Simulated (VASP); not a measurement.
BP:

```
P B
1.0
     0.00000    2.26900    2.26900
     2.26900    0.00000    2.26900
     2.26900    2.26900    0.00000
P B
1 1
Cartesian
  3.4035 3.4035 3.4035
  0.0000 0.0000 0.0000
```

```yaml
Program: VASP 6.6.1
Task: relaxation of cell and atoms
Functional: revPBE
Dispersion: D3(BJ)
Potentials_or_basis: VASP PAW PBE potentials, release 64 (P, B)
Cutoff: 600 eV
k_mesh: 10 × 10 × 10
Occupations: fermi-dirac, width 0.05 eV
Spin: no spin polarisation
```

At the start: pressure -6.2 GPa; volume 11.68 Å³/atom.

Q: How do energy, volume and symmetry change on relaxing?

A: Over 3 steps the energy falls by 8.8 meV/atom and the volume is 11.24 Å³/atom (-3.7 %); space group F-43m (No. 216, to 0.05 Å).

Step by step:
| step | energy change (eV) | largest force (eV/Å) | pressure (GPa) | volume (Å³) |
| --- | --- | --- | --- | --- |
| 1 | 0.0000 | 0.0000 | -6.22 | 23.36 |
| 2 | -0.0076 | 0.0000 | 5.21 | 21.86 |
| 3 | -0.0175 | 0.0000 | -0.01 | 22.49 |

Final structure:
```
CELL_PARAMETERS angstrom
0.00000 2.24036 2.24036
2.24036 0.00000 2.24036
2.24036 2.24036 0.00000
ATOMIC_POSITIONS crystal
P 0.75000 0.75000 0.75000
B 0.00000 0.00000 0.00000
```

Caveat: the PAW data sets were made with another functional, which shifts forces and pressure a little.
